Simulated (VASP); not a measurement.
# CdSe in VASP: a series of runs, part 2 of 3

VASP 6.6.1.

## 3. Electric field gradients, LDA (equal xx and yy strain of +2 %)

Input file INCAR:

```
SYSTEM = CdSe
  ALGO = Normal
  EDIFF = 1E-8
  ENCUT = 520
  ISIF = 2
  ISMEAR = -1
  LASPH = .TRUE.
  LCHARG = .FALSE.
  LEFG = .TRUE.
  LREAL = .FALSE.
  LWAVE = .FALSE.
  NBANDS = 16
  NELM = 80
  PREC = Accurate
  SIGMA = 0.03
```

Input file KPOINTS:

```
k-points
0
G
  8 8 8
  0 0 0
```

Input file POSCAR:

```
CdSe
1.0
    0.0000000000      3.1316766226      3.0702711986
    3.1316766226      0.0000000000      3.0702711986
    3.1316766226      3.1316766226      0.0000000000
Cd Se
1 1
Direct
    0.0000000000      0.0000000000      0.0000000000
    0.2500000000      0.2500000000      0.2500000000
```

Potentials or basis: VASP PAW LDA potentials, release 64 (Cd, Se).

On the command line:

```bash
$ cat potpaw_LDA.64/Cd/POTCAR potpaw_LDA.64/Se/POTCAR > POTCAR
$ mpirun -np 1 vasp_std > vasp.out
```

OUTCAR:

```text
SYSTEM = CdSe
   EDIFF = 1E-8
   ENCUT = 520
   ISIF = 2
   ISMEAR = -1
   LASPH = .TRUE.
   LREAL = .FALSE.
   NELM = 80
   PREC = Accurate

 ion  position               nearest neighbor table
   1  0.000  0.000  0.000-   2 2.69   2 2.69   2 2.69   2 2.69
   2  0.250  0.250  0.250-   1 2.69   1 2.69   1 2.69   1 2.69

  LATTYP: Found a body centered tetragonal cell.
 ALAT       =     4.4288595526
 C/A-ratio  =     1.3864838847

  Lattice vectors:

 A1 = (   0.0000000000,  -3.1316766226,  -3.0702711986)
 A2 = (   0.0000000000,   3.1316766226,  -3.0702711986)
 A3 = (   3.1316766226,   0.0000000000,   3.0702711986)

Analysis of symmetry for initial positions (statically):
=====================================================================
 Subroutine PRICEL returns:
 Original cell was already a primitive cell.

 Routine SETGRP: Setting up the symmetry group for a
 body centered tetragonal supercell.

 Subroutine GETGRP returns: Found  8 space group operations
 (whereof  8 operations were pure point group operations)
 out of a pool of 16 trial point group operations.

The static configuration has the point symmetry D_2d.

Analysis of symmetry for dynamics (positions and initial velocities):
=====================================================================
 Subroutine PRICEL returns:
 Original cell was already a primitive cell.

 Routine SETGRP: Setting up the symmetry group for a
 body centered tetragonal supercell.

 Subroutine GETGRP returns: Found  8 space group operations
 (whereof  8 operations were pure point group operations)
 out of a pool of 16 trial point group operations.

The dynamic configuration has the point symmetry D_2d.

 Subroutine INISYM returns: Found  8 space group operations
 (whereof  8 operations are pure point group operations),
 and found     1 'primitive' translations

----------------------------------------------------------------------------------------

                                     Primitive cell

  volume of cell :      60.2227

  direct lattice vectors                    reciprocal lattice vectors
     0.000000000  3.131676623  3.070271199    -0.159658886  0.159658886  0.162852063
     3.131676623  0.000000000  3.070271199     0.159658886 -0.159658886  0.162852063
     3.131676623  3.131676623  0.000000000     0.159658886  0.159658886 -0.162852063

  length of vectors
     4.385654307  4.385654307  4.428859553     0.278393093  0.278393093  0.278393093

  position of ions in fractional coordinates (direct lattice)
     0.000000000  0.000000000  0.000000000
     0.250000000  0.250000000  0.250000000

  ion indices of the primitive-cell ions
   primitive index   ion index
                 1           1
                 2           2

----------------------------------------------------------------------------------------

 KPOINTS: k-points

Automatic generation of k-mesh.
 Grid dimensions read from file:
[... 71 lines left out ...]
   ISIF   =      2    stress and relaxation
   ISYM   =      2    0-nonsym 1-usesym 2-fastsym
   POTIM  = 0.5000    time-step for ionic-motion
   TEBEG  =    0.0;   TEEND  =   0.0 temperature during run
   PSTRESS=    0.0 pullay stress
   NELECT =      18.0000    total number of electrons
   NUPDOWN=      -1.0000    fix difference up-down
   EMIN   =  10.00;   EMAX   =-10.00  energy-range for DOS
   EFERMI =   0.00;   METHOD = LEGACY
   ISMEAR =    -1;   SIGMA  =   0.03  broadening in eV -4-tet -1-fermi 0-gaus
   EFERMI_NEDOS =   21; number of points for ismear=-14 and -15
   IALGO  =     38    algorithm
   IMIX   =      4    mixing-type and parameters
     AMIX     =   0.40;   BMIX     =  1.00
     AMIX_MAG =   1.60;   BMIX_MAG =  1.00
  volume/ion in A,a.u.               =      30.11       203.20
  Fermi-wavevector in a.u.,A,eV,Ry     =   1.094575  2.068447 16.301061  1.198094
  Thomas-Fermi vector in A             =   2.230882
   LORBIT       =      0    0 simple, 1 ext, 2 COOP (PROOUT), +10 PAW based schemes
   GGA     = CA    functional components
   LHFCALC =     F    Hartree Fock is set to
   AEXX    =    0.0000 exact exchange contribution
   IVDW    =     0    specifies the selected vdW correction
   LEPSILON=     F    determine dielectric tensor
   LRPA    =     F    only Hartree local field effects (RPA)
 non-spin polarized calculation
  energy-cutoff  :      520.00
  volume of cell :       60.22
 maximum number of plane-waves:      1636
 NGX is ok and might be reduce to    36
   NGX = 17   NGY = 17   NGZ = 17

 number of electron      18.0000000 magnetization

 Free energy of the ion-electron system (eV)
  ---------------------------------------------------
  ext. energy  EPLUGINS =         0.00000000
  ---------------------------------------------------
  free energy    TOTEN  =        -6.67646791 eV

  energy without entropy =       -6.67641134  energy(sigma->0) =       -6.67643962

 E-fermi :   0.4156     XC(G=0):  -8.9935

 val. band max:        0.3169164011   @ k =   0.0000   0.0000   0.0000
 cond. band min:       0.5022509419   @ k =   0.0000   0.0000   0.0000
 fundamental gap:      0.1853345408
 Fermi energy:         0.4156204344

 k-point     1 :       0.0000    0.0000    0.0000
  band No.  band energies     occupation
      1     -12.0075      2.00000
      2      -7.4615      2.00000
      3      -7.4615      2.00000
      4      -7.4540      2.00000
      5      -7.1508      2.00000
      6      -7.1465      2.00000
[... 433 lines left out ...]
      3      -7.3669      2.00000
      4      -7.1822      2.00000
      5      -7.1287      2.00000
      6      -7.0798      2.00000
[... 8 lines left out ...]
     15      10.9714      0.00000
     16      11.5942      0.00000

 [... further k-points ...]

------------------------ aborting loop because EDIFF is reached ----------------------------------------

  FORCE on cell =-STRESS in cart. coord.  units (eV):
  Direction    XX          YY          ZZ          XY          YZ          ZX
  --------------------------------------------------------------------------------------
  -------------------------------------------------------------------------------------
  Total       -1.7320701     -1.7320701     -1.5666557      0.0000000     -0.0000000      0.0000000
  in kB      -46.0803215    -46.0803215    -41.6796051      0.0000000     -0.0000000      0.0000000
  external PRESSURE =     -44.6134161 kB  Pullay stress =       0.0000000 kB

 VOLUME and BASIS-vectors are now :
 -----------------------------------------------------------------------------
  energy-cutoff  :      520.00
  volume of cell :       60.22
      direct lattice vectors                 reciprocal lattice vectors
     0.000000000  3.131676623  3.070271199    -0.159658886  0.159658886  0.162852063
     3.131676623  0.000000000  3.070271199     0.159658886 -0.159658886  0.162852063
     3.131676623  3.131676623  0.000000000     0.159658886  0.159658886 -0.162852063

 POSITION                                       TOTAL-FORCE (eV/Angst)
 -----------------------------------------------------------------------------------
      0.00000      0.00000      0.00000        -0.000000     -0.000000      0.000000
      1.56584      1.56584      1.53514         0.000000      0.000000      0.000000
 -----------------------------------------------------------------------------------
    total drift:                                0.000000      0.000000     -0.000000

  FREE ENERGIE OF THE ION-ELECTRON SYSTEM (eV)
  ---------------------------------------------------
  free  energy   TOTEN  =        -6.6764679056 eV

  energy  without entropy=       -6.6764113404  energy(sigma->0) =       -6.67643962

 Electric field gradients (V/A^2)
---------------------------------------------------------------------
 ion       V_xx      V_yy      V_zz      V_xy      V_xz      V_yz
---------------------------------------------------------------------
   1      -2.784    -2.784     5.568    -0.001    -0.002    -0.002
   2       3.740     3.740    -7.481    -0.000    -0.001    -0.001
---------------------------------------------------------------------

 Electric field gradients after diagonalization (V/A^2)
 (convention: |V_zz| > |V_xx| > |V_yy|)
----------------------------------------------------------------------
 ion       V_xx      V_yy      V_zz     asymmetry (V_yy - V_xx)/ V_zz
----------------------------------------------------------------------
   1      -2.785    -2.783     5.568       0.000
   2       3.741     3.740    -7.481       0.000
----------------------------------------------------------------------

           NMR quadrupolar parameters

 Cq : quadrupolar parameter    Cq=e*Q*V_zz/h
 eta: asymmetry parameters     (V_yy - V_xx)/ V_zz
 Q  : nuclear electric quadrupole moment in mb (millibarn)
----------------------------------------------------------------------
 ion       Cq(MHz)       eta       Q (mb)
----------------------------------------------------------------------
   1       0.013       0.000       1.000
   2      -0.018       0.000       1.000
----------------------------------------------------------------------
```

stdout:

```text
POSCAR found type information on POSCAR CdSe
 POSCAR found :  2 types and       2 ions
 scaLAPACK will be used
 LDA part: xc-table for (Slater(with rela. corr.)+CA(PZ))
 , standard interpolation
 POSCAR, INCAR and KPOINTS ok, starting setup
 FFT: planning ... GRIDC
 FFT: planning ... GRID_SOFT
 FFT: planning ... GRID
 WAVECAR not read
 entering main loop
ion   1

ion   2
```

Wall time 28 s (1 thread of Intel Xeon 6975P-C (Granite Rapids), shared host); peak memory 0.2 GiB.

Results:

```yaml
Free_energy: -6.6765 eV
Pressure: -4.5 GPa
Band_gap_on_the_k_mesh: 0.19 eV, direct
```

Stress tensor (GPa, compression positive):
```
-4.61  0.00  0.00
 0.00 -4.61  0.00
 0.00  0.00 -4.17
```

Electric field gradients, principal values (V/Å²):
| atom | least | middle | greatest (by size) |
| --- | --- | --- | --- |
| 1 Cd | -2.783 | -2.785 | 5.568 |
| 2 Se | 3.740 | 3.741 | -7.481 |

Caveat: the cell differs from its parent crystal (equal xx and yy strain of +2 %); without QUAD_EFG the Cq values of the log hold for a quadrupole moment of 1 mb, not for the nuclei.

## 4. Electric field gradients, LDA (equal xx and yy strain of +2 %)

Input file INCAR:

```
SYSTEM = CdSe
ALGO = Normal
EDIFF = 1E-8
ENCUT = 520
GGA = CA
ISIF = 2
ISMEAR = -1
LASPH = .TRUE.
LCHARG = .FALSE.
LEFG = .TRUE.
LREAL = .FALSE.
LWAVE = .FALSE.
NBANDS = 16
NELM = 100
PREC = Accurate
SIGMA = 0.03
```

KPOINTS is that of step 3.

POSCAR is that of step 3.

Potentials or basis: VASP PAW LDA potentials, release 64 (Cd, Se).

On the command line:

```bash
$ cat potpaw_LDA.64/Cd/POTCAR potpaw_LDA.64/Se/POTCAR > POTCAR
$ mpirun -np 1 vasp_std > vasp.out
```

OUTCAR:

```text
SYSTEM = CdSe
   EDIFF = 1E-8
   ENCUT = 520
   GGA = CA
   ISIF = 2
   ISMEAR = -1
   LASPH = .TRUE.
   LREAL = .FALSE.
   NELM = 100
   PREC = Accurate

 ion  position               nearest neighbor table
   1  0.000  0.000  0.000-   2 2.69   2 2.69   2 2.69   2 2.69
   2  0.250  0.250  0.250-   1 2.69   1 2.69   1 2.69   1 2.69

  LATTYP: Found a body centered tetragonal cell.
 ALAT       =     4.4288595526
 C/A-ratio  =     1.3864838847

  Lattice vectors:

 A1 = (   0.0000000000,  -3.1316766226,  -3.0702711986)
 A2 = (   0.0000000000,   3.1316766226,  -3.0702711986)
 A3 = (   3.1316766226,   0.0000000000,   3.0702711986)

Analysis of symmetry for initial positions (statically):
=====================================================================
 Subroutine PRICEL returns:
 Original cell was already a primitive cell.

 Routine SETGRP: Setting up the symmetry group for a
 body centered tetragonal supercell.

 Subroutine GETGRP returns: Found  8 space group operations
 (whereof  8 operations were pure point group operations)
 out of a pool of 16 trial point group operations.

The static configuration has the point symmetry D_2d.

Analysis of symmetry for dynamics (positions and initial velocities):
=====================================================================
 Subroutine PRICEL returns:
 Original cell was already a primitive cell.

 Routine SETGRP: Setting up the symmetry group for a
 body centered tetragonal supercell.

 Subroutine GETGRP returns: Found  8 space group operations
 (whereof  8 operations were pure point group operations)
 out of a pool of 16 trial point group operations.

The dynamic configuration has the point symmetry D_2d.

 Subroutine INISYM returns: Found  8 space group operations
 (whereof  8 operations are pure point group operations),
 and found     1 'primitive' translations

----------------------------------------------------------------------------------------

                                     Primitive cell

  volume of cell :      60.2227

  direct lattice vectors                    reciprocal lattice vectors
     0.000000000  3.131676623  3.070271199    -0.159658886  0.159658886  0.162852063
     3.131676623  0.000000000  3.070271199     0.159658886 -0.159658886  0.162852063
     3.131676623  3.131676623  0.000000000     0.159658886  0.159658886 -0.162852063

  length of vectors
     4.385654307  4.385654307  4.428859553     0.278393093  0.278393093  0.278393093

  position of ions in fractional coordinates (direct lattice)
     0.000000000  0.000000000  0.000000000
     0.250000000  0.250000000  0.250000000

  ion indices of the primitive-cell ions
   primitive index   ion index
                 1           1
                 2           2

----------------------------------------------------------------------------------------

 KPOINTS: k-points

Automatic generation of k-mesh.
 Grid dimensions read from file:
[... 67 lines left out ...]
   EDIFFG = 0.1E-06   stopping-criterion for IOM
   NSW    =      0    number of steps for IOM
   IBRION =     -1    ionic relax: 0-MD 1-quasi-New 2-CG
   NFREE  =      0    steps in history (QN), initial steepest desc. (CG)
   ISIF   =      2    stress and relaxation
   ISYM   =      2    0-nonsym 1-usesym 2-fastsym
   POTIM  = 0.5000    time-step for ionic-motion
   TEBEG  =    0.0;   TEEND  =   0.0 temperature during run
   PSTRESS=    0.0 pullay stress
   NELECT =      18.0000    total number of electrons
   NUPDOWN=      -1.0000    fix difference up-down
   EMIN   =  10.00;   EMAX   =-10.00  energy-range for DOS
   EFERMI =   0.00;   METHOD = LEGACY
   ISMEAR =    -1;   SIGMA  =   0.03  broadening in eV -4-tet -1-fermi 0-gaus
   EFERMI_NEDOS =   21; number of points for ismear=-14 and -15
   IALGO  =     38    algorithm
   IMIX   =      4    mixing-type and parameters
     AMIX     =   0.40;   BMIX     =  1.00
     AMIX_MAG =   1.60;   BMIX_MAG =  1.00
  volume/ion in A,a.u.               =      30.11       203.20
  Fermi-wavevector in a.u.,A,eV,Ry     =   1.094575  2.068447 16.301061  1.198094
  Thomas-Fermi vector in A             =   2.230882
   LORBIT       =      0    0 simple, 1 ext, 2 COOP (PROOUT), +10 PAW based schemes
   GGA     = CA    functional components
   LHFCALC =     F    Hartree Fock is set to
   AEXX    =    0.0000 exact exchange contribution
   IVDW    =     0    specifies the selected vdW correction
   LEPSILON=     F    determine dielectric tensor
   LRPA    =     F    only Hartree local field effects (RPA)
 non-spin polarized calculation
  energy-cutoff  :      520.00
  volume of cell :       60.22
 maximum number of plane-waves:      1636
 NGX is ok and might be reduce to    36
   NGX = 17   NGY = 17   NGZ = 17

 number of electron      18.0000000 magnetization

 Free energy of the ion-electron system (eV)
  ---------------------------------------------------
  ext. energy  EPLUGINS =         0.00000000
  ---------------------------------------------------
  free energy    TOTEN  =        -6.67646791 eV

  energy without entropy =       -6.67641134  energy(sigma->0) =       -6.67643962

 E-fermi :   0.4156     XC(G=0):  -8.9935

 val. band max:        0.3169164011   @ k =   0.0000   0.0000   0.0000
 cond. band min:       0.5022509419   @ k =   0.0000   0.0000   0.0000
 fundamental gap:      0.1853345408
 Fermi energy:         0.4156204344

 k-point     1 :       0.0000    0.0000    0.0000
  band No.  band energies     occupation
      1     -12.0075      2.00000
      2      -7.4615      2.00000
      3      -7.4615      2.00000
      4      -7.4540      2.00000
      5      -7.1508      2.00000
      6      -7.1465      2.00000
[... 433 lines left out ...]
      3      -7.3669      2.00000
      4      -7.1822      2.00000
      5      -7.1287      2.00000
      6      -7.0798      2.00000
[... 8 lines left out ...]
     15      10.9714      0.00000
     16      11.5942      0.00000

 [... further k-points ...]
[... 5 lines left out ...]
  --------------------------------------------------------------------------------------
  -------------------------------------------------------------------------------------
  Total       -1.7320701     -1.7320701     -1.5666557      0.0000000     -0.0000000      0.0000000
  in kB      -46.0803215    -46.0803215    -41.6796051      0.0000000     -0.0000000      0.0000000
  external PRESSURE =     -44.6134161 kB  Pullay stress =       0.0000000 kB

 VOLUME and BASIS-vectors are now :
 -----------------------------------------------------------------------------
  energy-cutoff  :      520.00
  volume of cell :       60.22
      direct lattice vectors                 reciprocal lattice vectors
     0.000000000  3.131676623  3.070271199    -0.159658886  0.159658886  0.162852063
     3.131676623  0.000000000  3.070271199     0.159658886 -0.159658886  0.162852063
     3.131676623  3.131676623  0.000000000     0.159658886  0.159658886 -0.162852063

 POSITION                                       TOTAL-FORCE (eV/Angst)
 -----------------------------------------------------------------------------------
      0.00000      0.00000      0.00000        -0.000000     -0.000000      0.000000
      1.56584      1.56584      1.53514         0.000000      0.000000      0.000000
 -----------------------------------------------------------------------------------
    total drift:                                0.000000      0.000000     -0.000000

  FREE ENERGIE OF THE ION-ELECTRON SYSTEM (eV)
  ---------------------------------------------------
  free  energy   TOTEN  =        -6.6764679056 eV

  energy  without entropy=       -6.6764113404  energy(sigma->0) =       -6.67643962

 Electric field gradients (V/A^2)
---------------------------------------------------------------------
 ion       V_xx      V_yy      V_zz      V_xy      V_xz      V_yz
---------------------------------------------------------------------
   1      -2.784    -2.784     5.568    -0.001    -0.002    -0.002
   2       3.740     3.740    -7.481    -0.000    -0.001    -0.001
---------------------------------------------------------------------

 Electric field gradients after diagonalization (V/A^2)
 (convention: |V_zz| > |V_xx| > |V_yy|)
----------------------------------------------------------------------
 ion       V_xx      V_yy      V_zz     asymmetry (V_yy - V_xx)/ V_zz
----------------------------------------------------------------------
   1      -2.785    -2.783     5.568       0.000
   2       3.741     3.740    -7.481       0.000
----------------------------------------------------------------------

           NMR quadrupolar parameters

 Cq : quadrupolar parameter    Cq=e*Q*V_zz/h
 eta: asymmetry parameters     (V_yy - V_xx)/ V_zz
 Q  : nuclear electric quadrupole moment in mb (millibarn)
----------------------------------------------------------------------
 ion       Cq(MHz)       eta       Q (mb)
----------------------------------------------------------------------
   1       0.013       0.000       1.000
   2      -0.018       0.000       1.000
----------------------------------------------------------------------
```

stdout:

```text
POSCAR found type information on POSCAR CdSe
 POSCAR found :  2 types and       2 ions
 scaLAPACK will be used
 LDA part: xc-table for (Slater(with rela. corr.)+CA(PZ))
 , standard interpolation
 POSCAR, INCAR and KPOINTS ok, starting setup
 FFT: planning ... GRIDC
 FFT: planning ... GRID_SOFT
 FFT: planning ... GRID
 WAVECAR not read
 entering main loop
ion   1

ion   2
```

Run time: 30 s. Hardware: 1 thread of Intel Xeon 6975P-C (Granite Rapids), shared host; peak memory 0.2 GiB.

What came out:

```
Free energy            : -6.6765 eV
Pressure               : -4.5 GPa
Band gap on the k mesh : 0.19 eV, direct
```

Electric field gradients, principal values (V/Å²):
| atom | least | middle | greatest (by size) |
| --- | --- | --- | --- |
| 1 Cd | -2.783 | -2.785 | 5.568 |
| 2 Se | 3.740 | 3.741 | -7.481 |

Caveat: the cell differs from its parent crystal (equal xx and yy strain of +2 %); without QUAD_EFG the Cq values of the log hold for a quadrupole moment of 1 mb, not for the nuclei.

(Continued in part 3 of 3.)
